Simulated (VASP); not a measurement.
Set up this calculation in VASP 6.6.1, as the native input.

| Item | Value |
| --- | --- |
| Task | single point |
| Functional | PBE |
| Potentials or basis | VASP PAW PBE potentials, release 64 (Si) |
| Cutoff | 520 eV |
| k mesh | 21 × 21 × 21 |
| Occupations | fermi-dirac, width 0.08 eV |
| Spin | no spin polarisation |
| Dipole correction | no |
| Further INCAR settings | ALGO = Normal; EDIFF = 1e-07; NBANDS = 11 |

The structure of Si lies in POSCAR:

```
Si
1.0
   -1.8551476057      1.8551476057      0.9812962444
    1.8551476057     -1.8551476057      0.9812962444
    1.8551476057      1.8551476057     -0.9812962444
Si
2
Direct
   -0.3750000000     -0.1250000000     -0.2500000000
    0.3750000000      0.1250000000      0.2500000000
```

The input as run:

INCAR

```
SYSTEM = Si
PREC     = Accurate       ! precision mode
ENCUT    = 520            ! plane-wave cutoff, eV
EDIFF    = 1E-7           ! SCF threshold, eV
ISMEAR   = -1             ! smearing method
SIGMA    = 0.08           ! smearing width, eV
LREAL    = .FALSE.        ! projectors in reciprocal space
LASPH    = .TRUE.         ! aspherical terms in the spheres
NELM     = 60             ! most SCF steps
ALGO     = Normal         ! electronic algorithm
ISIF     = 2              ! what is computed and relaxed
LWAVE    = .FALSE.        ! write WAVECAR
LCHARG   = .TRUE.         ! write CHGCAR
GGA      = PE             ! functional
LELF     = .TRUE.         ! ELF
LVHAR    = .TRUE.       
NBANDS   = 11             ! bands
```

KPOINTS

```
regular mesh
0
G
  21 21 21
  0 0 0
```

Potentials or basis: VASP PAW PBE potentials, release 64 (Si).

Command:

```sh
$ cat potpaw_PBE.64/Si/POTCAR > POTCAR
$ mpirun -np 1 vasp_std > vasp.out
```

Results of the run:

```json
{
  "Pressure": "459.5 GPa",
  "Band gap on the k mesh": "zero (bands 4 and 5 overlap by 8.52 eV)"
}
```

Caveat: the cell stands under pressure.

It took 52 s on 1 thread of AMD EPYC 9R45 96-Core Processor (Zen 5) (shared host), peak memory 0.17 GiB.
